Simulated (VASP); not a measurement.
Zr8S15 (a cell with a defect), 23 atoms in the cell. The cell holds a defect, 23 atoms: a = 7.187 Å, b = 7.187 Å, c = 11.582 Å, α = 90.00°, β = 90.00°, γ = 120.00°. 

| Property | Result |
| --- | --- |
| Program | VASP 6.6.1 |
| Task | single point |
| Functional | PBEsol |
| Potentials or basis | VASP PAW PBE potentials, release 64 (Zr_sv, S) |
| Cutoff | 400 eV |
| k mesh | 2 × 2 × 2 |
| Occupations | fermi-dirac, width 0.05 eV |
| Spin | no spin polarisation |
| Dipole correction | no |
| Further INCAR settings | ALGO = Normal; EDIFF = 1e-06; NBANDS = 110 |

Potentials or basis: VASP PAW PBE potentials, release 64 (Zr_sv, S).

The run is started by

```console
$ cat potpaw_PBE.64/Zr_sv/POTCAR potpaw_PBE.64/S/POTCAR > POTCAR
$ mpirun -np 1 vasp_std > vasp.out
```

Hardware: 1 thread of Intel(R) Xeon(R) Platinum 8488C (Sapphire Rapids) (shared host).

How long does it take, and how much memory?

Run time: 10 min on 1 thread of Intel(R) Xeon(R) Platinum 8488C (Sapphire Rapids), on a shared host, peak memory 0.54 GiB. Counts: scf iterations 18, k points 8.
